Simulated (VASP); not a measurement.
# Nb (Im-3m) in VASP: notebook, part 2 of 2

VASP 6.6.1. Earlier steps stand in the parts before.

## Step 5: Single point, PBEsol

This run uses another cell than the first one, of 17.52 Å³/atom, 0.959 times its volume.

INCAR reads:

```
ALGO = Normal ; EDIFF = 1E-6
ENCUT = 520 ; GGA = PS
ISIF = 2 ; ISMEAR = 0
LASPH = T ; LCHARG = F
LREAL = F ; LWAVE = F
NBANDS = 12 ; NELM = 60
PREC = Accurate ; SIGMA = 0.1
```

KPOINTS reads:

```
k-points
0
Gamma
  18 18 18
```

POSCAR reads:

```
Nb
1.0
   -1.6360727345      1.6360727345      1.6360727345
    1.6360727345     -1.6360727345      1.6360727345
    1.6360727345      1.6360727345     -1.6360727345
Nb
1
Direct
    0.0000000000      0.0000000000      0.0000000000
```

Potentials or basis: VASP PAW PBE potentials, release 64 (Nb_sv).

Command:

```bash
> cat potpaw_PBE.64/Nb_sv/POTCAR > POTCAR
> mpirun -np 1 vasp_std > vasp.out
```

OUTCAR:

```text
EDIFF = 1E-6
   ENCUT = 520
   GGA = PS
   ISIF = 2
   ISMEAR = 0
   LASPH = T
   LREAL = F
   NELM = 60
   PREC = Accurate

 ion  position               nearest neighbor table
   1  0.000  0.000  0.000-

  LATTYP: Found a body centered cubic cell.
 ALAT       =     3.2721454690

  Lattice vectors:

 A1 = (  -1.6360727345,   1.6360727345,   1.6360727345)
 A2 = (   1.6360727345,  -1.6360727345,   1.6360727345)
 A3 = (   1.6360727345,   1.6360727345,  -1.6360727345)

Analysis of symmetry for initial positions (statically):
=====================================================================
 Subroutine PRICEL returns:
 Original cell was already a primitive cell.

 Routine SETGRP: Setting up the symmetry group for a
 body centered cubic supercell.

 Subroutine GETGRP returns: Found 48 space group operations
 (whereof 48 operations were pure point group operations)
 out of a pool of 48 trial point group operations.

The static configuration has the point symmetry O_h .

Analysis of symmetry for dynamics (positions and initial velocities):
=====================================================================
[... 161 lines left out ...]
 fundamental gap:      0.0042389942
 Fermi energy:        11.4203375614

 k-point     1 :       0.0000    0.0000    0.0000
  band No.  band energies     occupation
      1     -42.8011      2.00000
      2     -18.0534      2.00000
      3     -18.0534      2.00000
      4     -18.0534      2.00000
      5       5.4134      2.00000
      6      11.7922      0.00000
      7      11.7922      0.00000
      8      11.7922      0.00000
      9      14.7963      0.00000
     10      14.7963      0.00000
     11      25.7242      0.00000
     12      25.7242      0.00000
[... 331 lines left out ...]
 k-point    24 :       0.3889    0.1111    0.0000
  band No.  band energies     occupation
      1     -42.5241      2.00000
      2     -19.4532      2.00000
      3     -18.5652      2.00000
      4     -18.1331      2.00000
      5       7.9836      2.00000
      6       9.8291      2.00000
      7      12.6285      0.00000
      8      14.6939      0.00000
      9      15.8291      0.00000
     10      18.4371      0.00000
     11      23.6538      0.00000
     12      24.2299      0.00000

 [... further k-points ...]
[... 5 lines left out ...]
  --------------------------------------------------------------------------------------
  -------------------------------------------------------------------------------------
  Total       -0.0278175     -0.0278175     -0.0278175      0.0000000      0.0000000     -0.0000000
  in kB       -2.5442534     -2.5442534     -2.5442534      0.0000000      0.0000000     -0.0000000
  external PRESSURE =      -2.5442534 kB  Pullay stress =       0.0000000 kB

 VOLUME and BASIS-vectors are now :
 -----------------------------------------------------------------------------
  energy-cutoff  :      520.00
  volume of cell :       17.52
      direct lattice vectors                 reciprocal lattice vectors
    -1.636072734  1.636072734  1.636072734     0.000000000  0.305609885  0.305609885
     1.636072734 -1.636072734  1.636072734     0.305609885  0.000000000  0.305609885
     1.636072734  1.636072734 -1.636072734     0.305609885  0.305609885  0.000000000

 POSITION                                       TOTAL-FORCE (eV/Angst)
 -----------------------------------------------------------------------------------
      0.00000      0.00000      0.00000         0.000000      0.000000      0.000000
 -----------------------------------------------------------------------------------
    total drift:                               -0.000000      0.000000      0.000000

  FREE ENERGIE OF THE ION-ELECTRON SYSTEM (eV)
  ---------------------------------------------------
  free  energy   TOTEN  =       -10.9555671847 eV

  energy  without entropy=      -10.9477023559  energy(sigma->0) =      -10.95163477
```

OSZICAR:

```text
N       E                     dE             d eps       ncg     rms          rms(c)
DAV:   1     0.116323779558E+03    0.11632E+03   -0.73385E+03  4696   0.109E+03
DAV:   2    -0.667112984402E+01   -0.12299E+03   -0.11855E+03  5056   0.392E+02
DAV:   3    -0.111404258579E+02   -0.44693E+01   -0.42863E+01  6692   0.649E+01
DAV:   4    -0.114180046553E+02   -0.27758E+00   -0.27593E+00  6728   0.147E+01
DAV:   5    -0.114280402093E+02   -0.10036E-01   -0.10033E-01  6716   0.228E+00    0.765E+00
DAV:   6    -0.110033058215E+02    0.42473E+00   -0.62447E-01  7536   0.999E+00    0.269E+00
DAV:   7    -0.109511827874E+02    0.52123E-01   -0.18756E-01  7740   0.539E+00    0.950E-01
DAV:   8    -0.109555108395E+02   -0.43281E-02   -0.12665E-02  5536   0.146E+00    0.420E-02
DAV:   9    -0.109555565395E+02   -0.45700E-04   -0.92065E-04  7616   0.293E-01    0.392E-02
DAV:  10    -0.109555712703E+02   -0.14731E-04   -0.20429E-05  5616   0.551E-02    0.159E-02
DAV:  11    -0.109555673492E+02    0.39210E-05   -0.61034E-06  6080   0.427E-02    0.311E-03
DAV:  12    -0.109555671847E+02    0.16450E-06   -0.25352E-07  3324   0.663E-03
   1 F= -.10955567E+02 E0= -.10951635E+02  d E =-.786483E-02
```

stdout:

```text
POSCAR found type information on POSCAR Nb
 POSCAR found :  1 types and       1 ions
 scaLAPACK will be used
 -----------------------------------------------------------------------------
|                                                                             |
|                                                                             |
|     You enforced a specific xc type in the INCAR file but a different       |
|     I HOPE YOU KNOW WHAT YOU ARE DOING!                                     |
|                                                                             |
 -----------------------------------------------------------------------------

 LDA part: xc-table for (Slater+PW92), standard interpolation
 POSCAR, INCAR and KPOINTS ok, starting setup
 FFT: planning ... GRIDC
 FFT: planning ... GRID_SOFT
 FFT: planning ... GRID
 WAVECAR not read
 entering main loop
```

It took 26 s on 1 thread of AMD EPYC 9R14 (Zen 4), shared host; peak memory 0.13 GiB.

What came out:

```
Free energy : -10.9556 eV
Pressure    : -0.3 GPa
```

Levels at points of the mesh, in eV from the Fermi level:
| k point | band 2 | band 3 | band 4 | band 5 | band 6 | band 7 | band 8 | band 9 | band 10 | band 11 |
| --- | --- | --- | --- | --- | --- | --- | --- | --- | --- | --- |
| (0.00, 0.00, 0.00) | -29.47 | -29.47 | -29.47 | -6.01 | 0.37 | 0.37 | 0.37 | 3.38 | 3.38 | 14.30 |
| (0.50, 0.00, 0.00) | -30.97 | -29.94 | -29.49 | -3.84 | -1.73 | 2.44 | 3.43 | 4.14 | 6.66 | 11.72 |
| (0.50, 0.50, 0.50) | -30.49 | -30.49 | -30.49 | -3.89 | -3.89 | 5.85 | 5.85 | 5.85 | 9.30 | 9.30 |

Caveat: the PAW data sets were made with another functional, which shifts forces and pressure a little.

## Step 6: Single point, PBEsol

This run uses another cell than the first one, of 17.52 Å³/atom, 0.959 times its volume.

INCAR is that of step 5.

KPOINTS is that of step 5.

POSCAR reads:

```
Nb
1.0
   -1.6360727346      1.6360727346      1.6360727346
    1.6360727346     -1.6360727346      1.6360727346
    1.6360727346      1.6360727346     -1.6360727346
Nb
1
Direct
    0.0000000000      0.0000000000      0.0000000000
```

Potentials or basis: VASP PAW PBE potentials, release 64 (Nb_sv).

Command:

```bash
> cat potpaw_PBE.64/Nb_sv/POTCAR > POTCAR
> mpirun -np 1 vasp_std > vasp.out
```

Wall time 23 s (1 thread of Intel Xeon 6975P-C, shared host); peak memory 0.17 GiB.

It converged, with:

* Free energy: -10.9556 eV
* Pressure: -0.3 GPa

Levels at points of the mesh, in eV from the Fermi level:
| k point | band 4 | band 5 | band 6 | band 7 | band 8 | band 9 |
| --- | --- | --- | --- | --- | --- | --- |
| (0.00, 0.00, 0.00) | -29.47 | -6.01 | 0.37 | 0.37 | 0.37 | 3.38 |
| (0.50, 0.00, 0.00) | -29.49 | -3.84 | -1.73 | 2.44 | 3.43 | 4.14 |
| (0.50, 0.50, 0.50) | -30.49 | -3.89 | -3.89 | 5.85 | 5.85 | 5.85 |

Caveat: the PAW data sets were made with another functional, which shifts forces and pressure a little.

## Step 7: The runs side by side

| task | cell | k mesh | cutoff (eV) | gap on the mesh (eV) | pressure (GPa) |
| --- | --- | --- | --- | --- | --- |
| single point | a = 2.873 Å, angles 109.5°, 1 atom | 8 × 8 × 8 | 520 | none | -6.9 |
| single point | a = 2.834 Å, angles 109.5°, 1 atom | 18 × 18 × 18 | 520 | none | -0.3 |
| relaxation of cell and atoms | relaxed from a = 2.873 Å, angles 109.5°, 1 atom | 18 × 18 × 18 | 600 | none | 0.0 |

Alike in all rows: level PBEsol; potentials or basis VASP PAW PBE potentials, release 64 (Nb_sv); no spin polarisation; smearing gaussian 0.1 eV.

Caveats: the PAW data sets were made with another functional, which shifts forces and pressure a little.

Total energies depend on the potentials used, so only differences within one code and one set of settings carry meaning.
